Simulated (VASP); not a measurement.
# B (Cmce) in VASP: a series of runs, part 2 of 2

VASP 6.6.1. Earlier steps stand in the parts before.

## 5. Single point, PBE

This run uses another cell than the first one: it holds 8 atoms, not 4.

The input, INCAR:

```
SYSTEM = B
PREC     = Accurate       ! precision mode
ENCUT    = 520            ! plane-wave cutoff, eV
EDIFF    = 1E-6           ! SCF threshold, eV
ISMEAR   = 0              ! smearing method
SIGMA    = 0.1            ! smearing width, eV
LREAL    = .FALSE.        ! projectors in reciprocal space
LASPH    = .TRUE.         ! aspherical terms in the spheres
NELM     = 60             ! most SCF steps
ALGO     = Normal         ! electronic algorithm
ISIF     = 2              ! what is computed and relaxed
LWAVE    = .FALSE.        ! write WAVECAR
LCHARG   = .FALSE.        ! write CHGCAR
GGA      = PE             ! functional
NBANDS   = 22             ! bands
```

The input, KPOINTS:

```
Automatic mesh
0
G
  8 8 6
  0 0 0
```

The input, POSCAR:

```
B
1.0
   -1.4695539195      2.6621350429      0.0000000000
    0.0000000000      0.0000000000     -3.2627863227
   -4.4086617586     -2.6621350429      0.0000000000
B
8
Direct
    0.5162039302      0.4100238745      0.8279320233
    0.0162039302      0.4100238745      0.3279320233
    0.2662039302      0.0899761255      0.5779320233
    0.7662039302      0.0899761255      0.0779320233
    0.9837960698      0.5899761255      0.6720679767
    0.4837960698      0.5899761255      0.1720679767
    0.2337960698      0.9100238745      0.9220679767
    0.7337960698      0.9100238745      0.4220679767
```

Potentials or basis: VASP PAW PBE potentials, release 64 (B).

The run is started by

```
$ cat potpaw_PBE.64/B/POTCAR > POTCAR
$ mpirun -np 1 vasp_std > vasp.out
```

OUTCAR:

```text
SYSTEM = B
   PREC = Accurate
   ENCUT = 520
   EDIFF = 1E-6
   ISMEAR = 0
   LREAL = .FALSE.
   LASPH = .TRUE.
   NELM = 60
   ISIF = 2
   GGA = PE

 ion  position               nearest neighbor table
   1  0.516  0.410  0.828-   5 1.76   4 1.80   3 1.80   6 1.87   5 1.87   7 1.91   7 1.91
   2  0.016  0.410  0.328-   6 1.76   4 1.80   3 1.80   5 1.87   6 1.87   8 1.91   8 1.91
   3  0.266  0.090  0.578-   8 1.76   2 1.80   1 1.80   7 1.87   8 1.87   5 1.91   5 1.91
   4  0.766  0.090  0.078-   7 1.76   2 1.80   1 1.80   8 1.87   7 1.87   6 1.91   6 1.91
   5  0.984  0.590  0.672-   1 1.76   7 1.80   8 1.80   2 1.87   1 1.87   3 1.91   3 1.91
   6  0.484  0.590  0.172-   2 1.76   7 1.80   8 1.80   1 1.87   2 1.87   4 1.91   4 1.91
   7  0.234  0.910  0.922-   4 1.76   5 1.80   6 1.80   3 1.87   4 1.87   1 1.91   1 1.91
   8  0.734  0.910  0.422-   3 1.76   5 1.80   6 1.80   4 1.87   3 1.87   2 1.91   2 1.91

  LATTYP: Found a simple monoclinic cell.
 ALAT       =     3.0408143168
 B/A-ratio  =     1.0729975536
 C/A-ratio  =     1.6936495931
 COS(beta)  =    -0.0388365623

  Lattice vectors:

 A1 = (  -1.4695539195,   2.6621350429,   0.0000000000)
 A2 = (   0.0000000000,   0.0000000000,  -3.2627863227)
 A3 = (  -4.4086617586,  -2.6621350429,   0.0000000000)

Analysis of symmetry for initial positions (statically):
=====================================================================
 Subroutine PRICEL returns following result:

  LATTYP: Found a base centered orthorhombic cell.
 ALAT       =     2.9391078391
 B/A-ratio  =     1.8115259383
 C/A-ratio  =     1.1101281414

  Lattice vectors:

 A1 = (   1.4695539195,   2.6621350429,   0.0000000000)
 A2 = (   1.4695539195,  -2.6621350429,   0.0000000000)
 A3 = (   0.0000000000,   0.0000000000,  -3.2627863227)

   2 primitive cells build up your supercell.

 Routine SETGRP: Setting up the symmetry group for a
 simple monoclinic supercell.

[... 153 lines left out ...]
   IALGO  =     38    algorithm
   IMIX   =      4    mixing-type and parameters
     AMIX     =   0.40;   BMIX     =  1.00
     AMIX_MAG =   1.60;   BMIX_MAG =  1.00
  volume/ion in A,a.u.               =       6.38        43.07
  Fermi-wavevector in a.u.,A,eV,Ry     =   1.272889  2.405411 22.044787  1.620246
  Thomas-Fermi vector in A             =   2.405743
   LORBIT       =      0    0 simple, 1 ext, 2 COOP (PROOUT), +10 PAW based schemes
   GGA     = PE    functional components
   LHFCALC =     F    Hartree Fock is set to
   AEXX    =    0.0000 exact exchange contribution
   IVDW    =     0    specifies the selected vdW correction
   LEPSILON=     F    determine dielectric tensor
   LRPA    =     F    only Hartree local field effects (RPA)
 non-spin polarized calculation
 Gauss-broadening in eV      SIGMA  =   0.10
  energy-cutoff  :      520.00
  volume of cell :       51.06
 maximum number of plane-waves:      1392
   NGX = 11   NGY = 13   NGZ = 19

 number of electron      24.0000001 magnetization

 Free energy of the ion-electron system (eV)
  ---------------------------------------------------
  ext. energy  EPLUGINS =         0.00000000
  ---------------------------------------------------
  free energy    TOTEN  =       -51.45185037 eV

  energy without entropy =      -51.45026538  energy(sigma->0) =      -51.45105788

 E-fermi :   8.8833     XC(G=0): -12.4306

 val. band max:        8.8419357075   @ k =   0.3750   0.0000   0.3333
 cond. band min:       8.9010473423   @ k =   0.0000   0.3750   0.0000
 fundamental gap:      0.0591116347
 Fermi energy:         8.8832833832

 k-point     1 :       0.0000    0.0000    0.0000
  band No.  band energies     occupation
      1      -8.9815      2.00000
      2      -4.6536      2.00000
      3      -4.6536      2.00000
      4       0.9099      2.00000
      5       2.9060      2.00000
      6       3.1873      2.00000
[... 589 lines left out ...]
     21      18.9141      0.00000
     22      18.9141      0.00000

 [... further k-points ...]
[... 5 lines left out ...]
  --------------------------------------------------------------------------------------
  -------------------------------------------------------------------------------------
  Total       -0.0846201     -0.0194251      0.1718717      0.0402083      0.0000000      0.0000000
  in kB       -2.6553371     -0.6095514      5.3932533      1.2617178      0.0000000      0.0000000
  external PRESSURE =       0.7094549 kB  Pullay stress =       0.0000000 kB

 VOLUME and BASIS-vectors are now :
 -----------------------------------------------------------------------------
  energy-cutoff  :      520.00
  volume of cell :       51.06
      direct lattice vectors                 reciprocal lattice vectors
    -1.469553920  2.662135043  0.000000000    -0.170119651  0.281728758  0.000000000
     0.000000000  0.000000000 -3.262786323     0.000000000  0.000000000 -0.306486512
    -4.408661759 -2.662135043  0.000000000    -0.170119651 -0.093909586  0.000000000

 POSITION                                       TOTAL-FORCE (eV/Angst)
 -----------------------------------------------------------------------------------
     -4.40866     -0.82986     -1.33782        -0.013627     -0.006487     -0.002944
     -1.46955     -0.82986     -1.33782        -0.013627     -0.006487     -0.002944
     -2.93911     -0.82986     -0.29357        -0.013627     -0.006487      0.002944
     -1.46955      1.83227     -0.29357        -0.013627     -0.006487      0.002944
     -4.40866      0.82986     -1.92497         0.013627      0.006487      0.002944
     -1.46955      0.82986     -1.92497         0.013627      0.006487      0.002944
     -4.40866     -1.83227     -2.96921         0.013627      0.006487     -0.002944
     -2.93911      0.82986     -2.96921         0.013627      0.006487     -0.002944
 -----------------------------------------------------------------------------------
    total drift:                                0.000000      0.000000     -0.000000

  FREE ENERGIE OF THE ION-ELECTRON SYSTEM (eV)
  ---------------------------------------------------
  free  energy   TOTEN  =       -51.4518503711 eV

  energy  without entropy=      -51.4502653830  energy(sigma->0) =      -51.45105788
```

OSZICAR:

```text
N       E                     dE             d eps       ncg     rms          rms(c)
DAV:   1     0.344354890492E+02    0.34435E+02   -0.11193E+04  5720   0.101E+03
DAV:   2    -0.496247885364E+02   -0.84060E+02   -0.80387E+02  7348   0.195E+02
DAV:   3    -0.522787015823E+02   -0.26539E+01   -0.26310E+01  7684   0.286E+01
DAV:   4    -0.522908817759E+02   -0.12180E-01   -0.12173E-01  7076   0.191E+00
DAV:   5    -0.522909475989E+02   -0.65823E-04   -0.65817E-04  7306   0.133E-01    0.747E+00
DAV:   6    -0.517005824229E+02    0.59037E+00   -0.22239E-01  6650   0.245E+00    0.448E+00
DAV:   7    -0.514517707724E+02    0.24881E+00   -0.34023E-01  6474   0.304E+00    0.397E-01
DAV:   8    -0.514518028948E+02   -0.32122E-04   -0.58387E-03  7270   0.471E-01    0.562E-02
DAV:   9    -0.514518399391E+02   -0.37044E-04   -0.19922E-04  7116   0.802E-02    0.215E-02
DAV:  10    -0.514518498571E+02   -0.99180E-05   -0.22585E-05  7052   0.294E-02    0.376E-03
DAV:  11    -0.514518503711E+02   -0.51404E-06   -0.17803E-06  5884   0.850E-03
   1 F= -.51451850E+02 E0= -.51451058E+02  d E =-.158499E-02
```

stdout:

```text
POSCAR found type information on POSCAR B
 POSCAR found :  1 types and       8 ions
 scaLAPACK will be used
 LDA part: xc-table for (Slater+PW92), standard interpolation
 POSCAR, INCAR and KPOINTS ok, starting setup
 FFT: planning ... GRIDC
 FFT: planning ... GRID_SOFT
 FFT: planning ... GRID
 WAVECAR not read
 entering main loop
```

It took 35 s on 1 thread of Intel Xeon 6975P-C (Granite Rapids), shared host; peak memory 0.21 GiB.

What came out:

| Item | Value |
| --- | --- |
| Free energy | -51.4519 eV |
| Pressure | 0.1 GPa |
| Largest force | 0.015 eV/Å |
| Band gap on the k mesh | zero (bands 12 and 13 overlap by 1.00 eV) |

Forces on the atoms (eV/Å):
```
B   -0.014 -0.006 -0.003
B   -0.014 -0.006 -0.003
B   -0.014 -0.006  0.003
B   -0.014 -0.006  0.003
B    0.014  0.006  0.003
B    0.014  0.006  0.003
B    0.014  0.006 -0.003
B    0.014  0.006 -0.003
```

Stress tensor (GPa, compression positive):
```
-0.27  0.13  0.00
 0.13 -0.06  0.00
 0.00  0.00  0.54
```

## 6. Summary

```csv
task,cell,k mesh,cutoff (eV),gap on the mesh (eV),pressure (GPa),largest force (eV/Å)
single point,"a = 3.040, b = 3.040, c = 3.263 Å, angles 90.0, 90.0, 122.1°, 4 atoms, atomic positions A",6 × 6 × 6,520,none,0.0,0.01
single point,"a = 3.209, b = 3.209, c = 3.265 Å, angles 90.0, 90.0, 118.9°, 4 atoms, atomic positions B",6 × 6 × 6,520,none,-26.1,0.79
relaxation of cell and atoms,"relaxed from a = 3.209, b = 3.209, c = 3.265 Å, angles 90.0, 90.0, 118.9°, 4 atoms, atomic positions B",6 × 6 × 6,600,none,0.1,0.02
single point,"a = 3.041, b = 3.263, c = 5.150 Å, angles 90.0, 92.2, 90.0°, 8 atoms, atomic positions C",8 × 8 × 6,520,none,0.1,0.02
```

Alike in all rows: level PBE; potentials or basis VASP PAW PBE potentials, release 64 (B); no spin polarisation; smearing gaussian 0.1 eV.

Caveats: some runs use coarse meshes.

Absolute energies hang on the potentials; compare differences alone.
